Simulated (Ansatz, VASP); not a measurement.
One calculation of MgO, two programs

```
Mg O
1.0
     2.93802    0.00000    0.00000
    -1.46901    2.54440    0.00000
     0.00000    0.00000    2.67968
Mg O
1 1
Direct
  0.00000 0.00000 0.00000
  0.33333 0.66667 0.50000
```

Alike in both runs: task single point; functional LDA; k mesh 9 × 9 × 8; occupations gaussian, width 0.05 eV; no spin polarisation.

|  | VASP | Ansatz |
| --- | --- | --- |
| version | VASP 6.6.1 | Ansatz 0.2.0 |
| potentials or method | VASP PAW LDA potentials, release 64 (Mg_sv, O), cutoff 840 eV | scalar-relativistic, plane waves, PAW |
| valence electrons in the cell | 16 | 16 |

|  | VASP | Ansatz | Ansatz less VASP |
| --- | --- | --- | --- |
| gap on the k mesh at the Fermi level (eV) | 2.96 | 2.95 | -0.013 |
| least direct gap on the mesh (eV) | 3.36 | 3.35 | -0.011 |
| pressure (GPa) | -9.0 | -9.4 | -0.34 |
| traceless stress, the component that is largest in VASP (GPa) | -0.74 | -0.85 | -0.108 |

LDA's correlation is that of Perdew and Zunger in VASP and of Perdew and Wang (1992) in Ansatz.
